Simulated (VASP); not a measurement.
A run of VASP 6.6.1 is set up as follows.

POSCAR

```
FeSi16
1.0
    0.0000000000      5.4300000000      5.4300000000
    5.4300000000      0.0000000000      5.4300000000
    5.4300000000      5.4300000000      0.0000000000
Si Fe
16 1
Direct
    0.0001945945     -0.0002939234      0.0000718715
    0.1246162797      0.1239270692      0.1244530212
    0.0021066177      0.0008552289      0.4985842706
    0.1247551752      0.1238909407      0.6270304374
    0.0020137708      0.4980764411      0.0014520488
    0.1245812537      0.6266731413      0.1244191830
    0.0022957071      0.4980247455      0.4985357076
    0.1285973033      0.6234560044      0.6240295653
    0.4987458079      0.0010565686      0.0017308738
    0.6271397518      0.1239076898      0.1246101931
    0.4988933997      0.0011357760      0.4987428482
    0.6245678595      0.1271109648      0.6243548529
    0.4986924757      0.4980325265      0.0019277850
    0.6244138992      0.6236536610      0.1278164265
    0.5009754508      0.4994997802      0.5001938743
    0.6247668878      0.6237146525      0.6245637259
    0.7510389656      0.7494253329      0.7502584149
```

Contents of INCAR.step1:

```
SYSTEM = FeSi16
  ALGO = Normal
  EDIFF = 1E-4
  ENCUT = 520
  GGA = PE
  ISMEAR = -1
  ISPIN = 2
  LASPH = .True.
  LCHARG = .False.
  LMAXMIX = 4
  LREAL = Auto
  LWAVE = .True.
  MAGMOM = 0 0 0 0 0 0 0 0 0 0 0 0 0 0 0 0 2.5
  NBANDS = 54
  NELM = 150
  PREC = Accurate
  SIGMA = 0.05
```

The input INCAR.step2:

```
SYSTEM = FeSi16
  ALGO = Normal
  EDIFF = 1E-6
  ENCUT = 520
  ISIF = 2
  ISMEAR = -1
  ISPIN = 2
  ISTART = 1
  LASPH = .True.
  LCHARG = .False.
  LMAXMIX = 4
  LMIXTAU = .True.
  LORBIT = 11
  LREAL = Auto
  LWAVE = .False.
  MAGMOM = 0 0 0 0 0 0 0 0 0 0 0 0 0 0 0 0 2.5
  METAGGA = R2SCAN
  NBANDS = 54
  NELM = 150
  PREC = Accurate
  SIGMA = 0.05
```

Contents of KPOINTS:

```
k-points
0
Gamma
  2 2 2
  0 0 0
```

Potentials or basis: VASP PAW PBE potentials, release 64 (Si, Fe).

Run with:

```console
$ cat potpaw_PBE.64/Si/POTCAR potpaw_PBE.64/Fe/POTCAR > POTCAR
$ cp INCAR.step1 INCAR
$ mpirun -np 1 vasp_std > vasp.out
$ cp INCAR.step2 INCAR
$ mpirun -np 1 vasp_std > vasp.out
```

Predict the net moment.

2.24 μB per cell.

Estimate the pressure.

1.3 GPa.

Predict the site moments.

Si -0.00, +0.01, -0.01, +0.03, +0.00 (each value once); Fe +2.04 μB.

Predict the largest force.

0.017 eV/Å.

Forces on the atoms (eV/Å):
```
Si   0.001  0.000  0.000
Si   0.001  0.000  0.000
Si   0.002 -0.001  0.003
Si   0.001  0.001 -0.001
Si   0.003  0.003 -0.003
Si  -0.002  0.000 -0.003
Si  -0.002 -0.002 -0.003
Si  -0.007  0.011  0.011
Si   0.003  0.001  0.000
Si  -0.002  0.001  0.001
Si  -0.002 -0.004 -0.001
Si   0.007 -0.007  0.009
Si  -0.002 -0.001 -0.001
Si   0.010  0.013 -0.006
Si  -0.001  0.001  0.001
Si  -0.009 -0.011 -0.006
Fe   0.000 -0.005 -0.001
```

Caveat: the k points lie up to 0.50 Å⁻¹ apart; the PAW data sets were made with another functional, which shifts forces and pressure a little.
